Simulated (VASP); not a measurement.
# PtSe2 (P-3m1) in VASP: further runs

PtSe2 is run at these levels: PBE; tasks: electric field gradients.

Program: VASP 6.6.1. These are calculated values, not measurements. Logs are shortened: lines on timing, memory, paths and dates and some standing lists are left out, and cuts for length are marked.

### Step 1. The cell of the first run

Symmetry: P-3m1, No. 164, trigonal system. Conventional cell: a = 3.752 Å, b = 3.752 Å, c = 6.522 Å, α = 90.00°, β = 90.00°, γ = 120.00°. Pt (site symmetry -3m) has 6 Se at 2.53 Å within 3.3 Å. Within 3.4 Å of Se (site symmetry 3m) lie 3 Pt at 2.53 Å and 3 Se at 3.39 Å.

### Step 2. Electric field gradients, PBE

INCAR reads:

```
SYSTEM = PtSe2
  PREC = Accurate
  ENCUT = 520
  EDIFF = 1E-8
  ISMEAR = -1
  SIGMA = 0.05
  LREAL = .FALSE.
  LASPH = .TRUE.
  NELM = 80
  ALGO = Normal
  ISIF = 2
  LWAVE = .FALSE.
  LCHARG = .FALSE.
  GGA = PE
  LEFG = .TRUE.
  NBANDS = 18
```

KPOINTS reads:

```
regular mesh
0
G
  11 11 7
  0 0 0
```

POSCAR reads:

```
PtSe2
1.0
    3.7515277908      0.0000000000      0.0000000000
   -1.8757638954      3.2489183698      0.0000000000
    0.0000000000      0.0000000000      6.5219367433
Pt Se
1 2
Direct
    0.0000000000      0.0000000000      0.0000000000
    0.3333333333      0.6666666667      0.2003567022
    0.6666666667      0.3333333333      0.7996432978
```

Potentials or basis: VASP PAW PBE potentials, release 64 (Pt, Se).

Run with:

```bash
$ cat potpaw_PBE.64/Pt/POTCAR potpaw_PBE.64/Se/POTCAR > POTCAR
$ mpirun -np 1 vasp_std > vasp.out
```

OUTCAR:

```text
SYSTEM = PtSe2
   PREC = Accurate
   ENCUT = 520
   EDIFF = 1E-8
   ISMEAR = -1
   LREAL = .FALSE.
   LASPH = .TRUE.
   NELM = 80
   ISIF = 2
   GGA = PE

 ion  position               nearest neighbor table
   1  0.000  0.000  0.000-   2 2.53   3 2.53   2 2.53   3 2.53   3 2.53   2 2.53
   2  0.333  0.667  0.200-   1 2.53   1 2.53   1 2.53
   3  0.667  0.333  0.800-   1 2.53   1 2.53   1 2.53

  LATTYP: Found a hexagonal cell.
 ALAT       =     3.7515277908
 C/A-ratio  =     1.7384748580

  Lattice vectors:

 A1 = (   3.7515277908,   0.0000000000,   0.0000000000)
 A2 = (  -1.8757638954,   3.2489183698,   0.0000000000)
 A3 = (   0.0000000000,   0.0000000000,   6.5219367433)

Analysis of symmetry for initial positions (statically):
=====================================================================
 Subroutine PRICEL returns:
 Original cell was already a primitive cell.

 Routine SETGRP: Setting up the symmetry group for a
 hexagonal supercell.

 Subroutine GETGRP returns: Found 12 space group operations
 (whereof 12 operations were pure point group operations)
 out of a pool of 24 trial point group operations.

The static configuration has the point symmetry D_3d.

Analysis of symmetry for dynamics (positions and initial velocities):
=====================================================================
 Subroutine PRICEL returns:
 Original cell was already a primitive cell.

 Routine SETGRP: Setting up the symmetry group for a
 hexagonal supercell.

 Subroutine GETGRP returns: Found 12 space group operations
 (whereof 12 operations were pure point group operations)
 out of a pool of 24 trial point group operations.

The dynamic configuration has the point symmetry D_3d.

 Subroutine INISYM returns: Found 12 space group operations
 (whereof 12 operations are pure point group operations),
 and found     1 'primitive' translations

----------------------------------------------------------------------------------------

                                     Primitive cell

  volume of cell :      79.4920

  direct lattice vectors                    reciprocal lattice vectors
     3.751527791  0.000000000  0.000000000     0.266558068  0.153897372  0.000000000
    -1.875763895  3.248918370  0.000000000     0.000000000  0.307794745  0.000000000
     0.000000000  0.000000000  6.521936743     0.000000000  0.000000000  0.153328687

  length of vectors
     3.751527791  3.751527791  6.521936743     0.307794745  0.307794745  0.153328687

  position of ions in fractional coordinates (direct lattice)
     0.000000000  0.000000000  0.000000000
     0.333333333  0.666666667  0.200356702
     0.666666667  0.333333333  0.799643298

  ion indices of the primitive-cell ions
   primitive index   ion index
                 1           1
                 2           2
                 3           3

----------------------------------------------------------------------------------------

 KPOINTS: regular mesh

Automatic generation of k-mesh.
 Grid dimensions read from file:
 generate k-points for:   11   11    7

 Generating k-lattice:

  Cartesian coordinates                     Fractional coordinates (reciprocal lattice)
     0.024232552  0.013990670  0.000000000     0.090909091 -0.000000000  0.000000000
     0.000000000  0.027981340  0.000000000     0.000000000  0.090909091  0.000000000
     0.000000000  0.000000000  0.021904098     0.000000000  0.000000000  0.142857143

  Length of vectors
     0.027981340  0.027981340  0.021904098

  Shift w.r.t. Gamma in fractional coordinates (k-lattice)
     0.000000000  0.000000000  0.000000000

 Subroutine IBZKPT returns following result:
 ===========================================

 Found     94 irreducible k-points:

 Following reciprocal coordinates:
            Coordinates               Weight
  0.000000  0.000000  0.000000      1.000000
  0.090909  0.000000  0.000000      6.000000
  0.181818  0.000000  0.000000      6.000000
  0.272727  0.000000  0.000000      6.000000
  0.363636 -0.000000  0.000000      6.000000
  0.454545  0.000000  0.000000      6.000000
[... 16 lines left out ...]
  0.000000  0.272727  0.142857      6.000000
  0.363636 -0.000000  0.142857      6.000000
 [... further k-points ...]
   k-points           NKPTS =     94   k-points in BZ     NKDIM =     94   number of bands    NBANDS=     18
   number of dos      NEDOS =    301   number of ions     NIONS =      3
   total plane-waves  NPLWV =  39200
   dimension x,y,z NGX =    28 NGY =   28 NGZ =   50
   dimension x,y,z NGXF=    56 NGYF=   56 NGZF=  100
   ions per type =               1   2
   NGX,Y,Z   is equivalent  to a cutoff of  12.41, 12.41, 12.75 a.u.
   NGXF,Y,Z  is equivalent  to a cutoff of  24.82, 24.82, 25.49 a.u.
 SYSTEM =  PtSe2
   PREC   = accura    normal or accurate (medium, high low for compatibility)
   ISTART =      0    job   : 0-new  1-cont  2-samecut
   ICHARG =      2    charge: 1-file 2-atom 10-const
   ISPIN  =      1    spin polarized calculation?
   LNONCOLLINEAR =      F non collinear calculations
   LSORBIT =      F    spin-orbit coupling
   LASPH  =      T    aspherical Exc in radial PAW
   ENCUT  =  520.0 eV  38.22 Ry    6.18 a.u.   6.98  6.98 12.13*2*pi/ulx,y,z
   NELM   =     80;   NELMIN=  2; NELMDL= -5     # of ELM steps
   EDIFF  = 0.1E-07   stopping-criterion for ELM
   LREAL  =      F    real-space projection
   EDIFFG = 0.1E-06   stopping-criterion for IOM
   NSW    =      0    number of steps for IOM
   IBRION =     -1    ionic relax: 0-MD 1-quasi-New 2-CG
   NFREE  =      0    steps in history (QN), initial steepest desc. (CG)
   ISIF   =      2    stress and relaxation
   ISYM   =      2    0-nonsym 1-usesym 2-fastsym
   POTIM  = 0.5000    time-step for ionic-motion
   TEBEG  =    0.0;   TEEND  =   0.0 temperature during run
   PSTRESS=    0.0 pullay stress
   NELECT =      22.0000    total number of electrons
   NUPDOWN=      -1.0000    fix difference up-down
   EMIN   =  10.00;   EMAX   =-10.00  energy-range for DOS
   EFERMI =   0.00;   METHOD = LEGACY
   ISMEAR =    -1;   SIGMA  =   0.05  broadening in eV -4-tet -1-fermi 0-gaus
   EFERMI_NEDOS =   21; number of points for ismear=-14 and -15
   IALGO  =     38    algorithm
   IMIX   =      4    mixing-type and parameters
     AMIX     =   0.40;   BMIX     =  1.00
     AMIX_MAG =   1.60;   BMIX_MAG =  1.00
  volume/ion in A,a.u.               =      26.50       178.81
  Fermi-wavevector in a.u.,A,eV,Ry     =   1.066861  2.016075 15.486050  1.138193
  Thomas-Fermi vector in A             =   2.202459
   LORBIT       =      0    0 simple, 1 ext, 2 COOP (PROOUT), +10 PAW based schemes
   GGA     = PE    functional components
   LHFCALC =     F    Hartree Fock is set to
   AEXX    =    0.0000 exact exchange contribution
   IVDW    =     0    specifies the selected vdW correction
   LEPSILON=     F    determine dielectric tensor
   LRPA    =     F    only Hartree local field effects (RPA)
 non-spin polarized calculation
  energy-cutoff  :      520.00
  volume of cell :       79.49
 maximum number of plane-waves:      2158
   NGX = 13   NGY = 13   NGZ = 25

 number of electron      21.9999997 magnetization

 Free energy of the ion-electron system (eV)
  ---------------------------------------------------
  ext. energy  EPLUGINS =         0.00000000
  ---------------------------------------------------
  free energy    TOTEN  =       -14.30313110 eV

  energy without entropy =      -14.30312544  energy(sigma->0) =      -14.30312827

 E-fermi :   3.5062     XC(G=0):  -8.9688

 val. band max:        3.0374710970   @ k =   0.0909   0.0909   0.0000
 cond. band min:       3.9147872513   @ k =   0.0000   0.2727   0.2857
 fundamental gap:      0.8773161543
 Fermi energy:         3.5061533138

 k-point     1 :       0.0000    0.0000    0.0000
  band No.  band energies     occupation
      1     -11.1633      2.00000
      2      -9.3309      2.00000
      3      -2.3652      2.00000
      4      -2.2446      2.00000
      5      -2.2446      2.00000
      6      -0.0087      2.00000
[... 10 lines left out ...]
     17      11.1361      0.00000
     18      12.0865      0.00000
[... 463 lines left out ...]
 k-point    24 :       0.3636   -0.0000    0.1429
  band No.  band energies     occupation
      1     -10.0706      2.00000
      2      -9.4790      2.00000
      3      -2.6648      2.00000
      4      -1.7999      2.00000
      5      -1.5704      2.00000
      6      -0.9435      2.00000
[... 10 lines left out ...]
     17      12.4042      0.00000
     18      12.4876      0.00000

 [... further k-points ...]

------------------------ aborting loop because EDIFF is reached ----------------------------------------

  FORCE on cell =-STRESS in cart. coord.  units (eV):
  Direction    XX          YY          ZZ          XY          YZ          ZX
  --------------------------------------------------------------------------------------
  -------------------------------------------------------------------------------------
  Total       -0.0249380     -0.0249380     -0.0177153      0.0000000      0.0000000      0.0000000
  in kB       -0.5026301     -0.5026301     -0.3570549      0.0000000      0.0000000      0.0000000
  external PRESSURE =      -0.4541050 kB  Pullay stress =       0.0000000 kB

 VOLUME and BASIS-vectors are now :
 -----------------------------------------------------------------------------
  energy-cutoff  :      520.00
  volume of cell :       79.49
      direct lattice vectors                 reciprocal lattice vectors
     3.751527791  0.000000000  0.000000000     0.266558068  0.153897372  0.000000000
    -1.875763895  3.248918370  0.000000000     0.000000000  0.307794745  0.000000000
     0.000000000  0.000000000  6.521936743     0.000000000  0.000000000  0.153328687

 POSITION                                       TOTAL-FORCE (eV/Angst)
 -----------------------------------------------------------------------------------
      0.00000      0.00000      0.00000         0.000000      0.000000      0.000000
     -0.00000      2.16595      1.30671         0.000000      0.000000     -0.002261
      1.87576      1.08297      5.21522        -0.000000      0.000000      0.002261
 -----------------------------------------------------------------------------------
    total drift:                               -0.000000      0.000000      0.000000

  FREE ENERGIE OF THE ION-ELECTRON SYSTEM (eV)
  ---------------------------------------------------
  free  energy   TOTEN  =       -14.3031310971 eV

  energy  without entropy=      -14.3031254423  energy(sigma->0) =      -14.30312827

 Electric field gradients (V/A^2)
---------------------------------------------------------------------
 ion       V_xx      V_yy      V_zz      V_xy      V_xz      V_yz
---------------------------------------------------------------------
   1     -57.584   -57.584   115.168    -0.000     0.000    -0.000
   2      45.888    45.888   -91.776    -0.000    -0.000     0.000
   3      45.888    45.888   -91.776    -0.000    -0.000     0.000
---------------------------------------------------------------------

 Electric field gradients after diagonalization (V/A^2)
 (convention: |V_zz| > |V_xx| > |V_yy|)
----------------------------------------------------------------------
 ion       V_xx      V_yy      V_zz     asymmetry (V_yy - V_xx)/ V_zz
----------------------------------------------------------------------
   1     -57.584   -57.584   115.168       0.000
   2      45.888    45.887   -91.776       0.000
   3      45.888    45.887   -91.776       0.000
----------------------------------------------------------------------

           NMR quadrupolar parameters

 Cq : quadrupolar parameter    Cq=e*Q*V_zz/h
 eta: asymmetry parameters     (V_yy - V_xx)/ V_zz
 Q  : nuclear electric quadrupole moment in mb (millibarn)
----------------------------------------------------------------------
 ion       Cq(MHz)       eta       Q (mb)
----------------------------------------------------------------------
   1       0.278       0.000       1.000
   2      -0.222       0.000       1.000
   3      -0.222       0.000       1.000
----------------------------------------------------------------------
```

Wall time 3.9 min (1 thread of Intel Xeon 8259CL, shared host); peak memory 0.28 GiB.

Results:

| Item | Value |
| --- | --- |
| Free energy | -14.3031 eV |
| Pressure | 0.0 GPa |
| Band gap on the k mesh | 0.88 eV (least direct gap 1.14 eV) |
| Largest electric field gradient by atom | Pt +115.2; Se -91.8 V/Å² |

Forces on the atoms (eV/Å):
```
Pt   0.000  0.000  0.000
Se   0.000  0.000 -0.002
Se   0.000  0.000  0.002
```

Levels at points of the mesh, in eV from the valence-band top:
| k point | band 7 | band 8 | band 9 | band 10 | band 11 | band 12 | band 13 | band 14 | band 15 | band 16 |
| --- | --- | --- | --- | --- | --- | --- | --- | --- | --- | --- |
| (0.00, 0.00, 0.00) | -3.05 | -1.61 | -0.28 | -0.28 | -0.24 | 2.63 | 2.63 | 4.16 | 5.20 | 8.10 |

Electric field gradients, principal values (V/Å²):
```tsv
atom	least	middle	greatest (by size)
1 Pt	-57.584	-57.584	115.168
2 Se	45.887	45.888	-91.776
3 Se	45.887	45.888	-91.776
```

Caveat: without QUAD_EFG the Cq values of the log hold for a quadrupole moment of 1 mb, not for the nuclei; spin-orbit coupling is left out, which moves the levels of the heavy elements; this functional lacks dispersion, which binds layers or chains, so the pressure and a relaxed spacing across them are unreliable.

### Step 3. Electric field gradients, PBE

INCAR reads:

```
ALGO = Normal ; EDIFF = 1E-8
ENCUT = 520 ; GGA = PE
ISIF = 2 ; ISMEAR = -1
LASPH = T ; LCHARG = F
LEFG = T ; LREAL = F
LWAVE = F ; NBANDS = 18
NELM = 80 ; PREC = Accurate
SIGMA = 0.05
```

KPOINTS reads:

```
k-points
0
Gamma
  11 11 7
```

POSCAR is that of step 2.

Potentials or basis: VASP PAW PBE potentials, release 64 (Pt, Se).

Run with:

```bash
$ cat potpaw_PBE.64/Pt/POTCAR potpaw_PBE.64/Se/POTCAR > POTCAR
$ mpirun -np 1 vasp_std > vasp.out
```

OUTCAR:

```text
EDIFF = 1E-8
   ENCUT = 520
   GGA = PE
   ISIF = 2
   ISMEAR = -1
   LASPH = T
   LREAL = F
   NELM = 80
   PREC = Accurate

 ion  position               nearest neighbor table
   1  0.000  0.000  0.000-   2 2.53   3 2.53   2 2.53   3 2.53   3 2.53   2 2.53
   2  0.333  0.667  0.200-   1 2.53   1 2.53   1 2.53
   3  0.667  0.333  0.800-   1 2.53   1 2.53   1 2.53

  LATTYP: Found a hexagonal cell.
 ALAT       =     3.7515277908
 C/A-ratio  =     1.7384748580

  Lattice vectors:

 A1 = (   3.7515277908,   0.0000000000,   0.0000000000)
[... 721 lines left out ...]

  energy  without entropy=      -14.3031254423  energy(sigma->0) =      -14.30312827

 Electric field gradients (V/A^2)
---------------------------------------------------------------------
 ion       V_xx      V_yy      V_zz      V_xy      V_xz      V_yz
---------------------------------------------------------------------
   1     -57.584   -57.584   115.168    -0.000     0.000    -0.000
   2      45.888    45.888   -91.776    -0.000    -0.000     0.000
   3      45.888    45.888   -91.776    -0.000    -0.000     0.000
---------------------------------------------------------------------

 Electric field gradients after diagonalization (V/A^2)
 (convention: |V_zz| > |V_xx| > |V_yy|)
----------------------------------------------------------------------
 ion       V_xx      V_yy      V_zz     asymmetry (V_yy - V_xx)/ V_zz
----------------------------------------------------------------------
   1     -57.584   -57.584   115.168       0.000
   2      45.888    45.887   -91.776       0.000
   3      45.888    45.887   -91.776       0.000
----------------------------------------------------------------------

           NMR quadrupolar parameters

 Cq : quadrupolar parameter    Cq=e*Q*V_zz/h
 eta: asymmetry parameters     (V_yy - V_xx)/ V_zz
 Q  : nuclear electric quadrupole moment in mb (millibarn)
----------------------------------------------------------------------
 ion       Cq(MHz)       eta       Q (mb)
----------------------------------------------------------------------
   1       0.278       0.000       1.000
   2      -0.222       0.000       1.000
   3      -0.222       0.000       1.000
----------------------------------------------------------------------
```

Run time: 2.9 min. Hardware: 1 thread of Intel Xeon 8259CL, shared host; peak memory 0.28 GiB.

Results:

| Property | Result |
| --- | --- |
| Free energy | -14.3031 eV |
| Pressure | 0.0 GPa |
| Band gap on the k mesh | 0.88 eV (least direct gap 1.14 eV) |
| Largest electric field gradient by atom | Pt +115.2; Se -91.8 V/Å² |

Forces on the atoms (eV/Å):
```
Pt   0.000  0.000  0.000
Se   0.000  0.000 -0.002
Se   0.000  0.000  0.002
```

Levels at points of the mesh, in eV from the valence-band top:
```
           k point  band 8  band 9  band 10  band 11  band 12  band 13  band 14  band 15
(0.00, 0.00, 0.00)   -1.61   -0.28    -0.28    -0.24     2.63     2.63     4.16     5.20
```

Electric field gradients, principal values (V/Å²):
```tsv
atom	least	middle	greatest (by size)
1 Pt	-57.584	-57.584	115.168
2 Se	45.887	45.888	-91.776
3 Se	45.887	45.888	-91.776
```

Caveat: without QUAD_EFG the Cq values of the log hold for a quadrupole moment of 1 mb, not for the nuclei; spin-orbit coupling is left out, which moves the levels of the heavy elements; this functional lacks dispersion, which binds layers or chains, so the pressure and a relaxed spacing across them are unreliable.
